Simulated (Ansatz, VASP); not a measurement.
NbRu3C: VASP beside Ansatz

```
Nb Ru C
1.0
     5.39613    0.00000    0.00000
    -2.69806    4.67319    0.00000
     0.00000    0.00000    2.77164
Nb Ru C
1 3 1
Direct
  0.66667 0.33333 0.50000
  0.16412 0.83588 0.50000
  0.16412 0.32824 0.50000
  0.67176 0.83588 0.50000
  0.33333 0.66667 0.00000
```

Alike in both runs: functional PBE; k mesh 12 × 12 × 14; occupations gaussian, width 0.1 eV; no spin polarisation.

Ansatz relaxed the structure, and its values are those at the end. VASP's run is a single point on that final structure, the one shown.

|  | VASP | Ansatz |
| --- | --- | --- |
| version | VASP 6.6.1 | Ansatz 0.2.0 |
| potentials or method | VASP PAW PBE potentials, release 64 (Nb_sv, Ru_pv, C), cutoff 520 eV | scalar-relativistic, plane waves, PAW |
| valence electrons in the cell | 59 | 65 |

|  | VASP | Ansatz | Ansatz less VASP |
| --- | --- | --- | --- |
| gap on the k mesh at the Fermi level (eV) | none | none | - |
| pressure (GPa) | 0.0 | 0.0 | +0.01 |
| rms of the force components (eV/Å) | 0.011 | 0.000 | -0.0102 |

A gap of «none» marks a metal or a gap that the smearing closes. The functional is the same, so the differences come from potentials, cutoffs and numerics. VASP's potentials hold 59 valence electrons a cell and Ansatz's 65, so a difference there can come from the potentials and not from the codes.
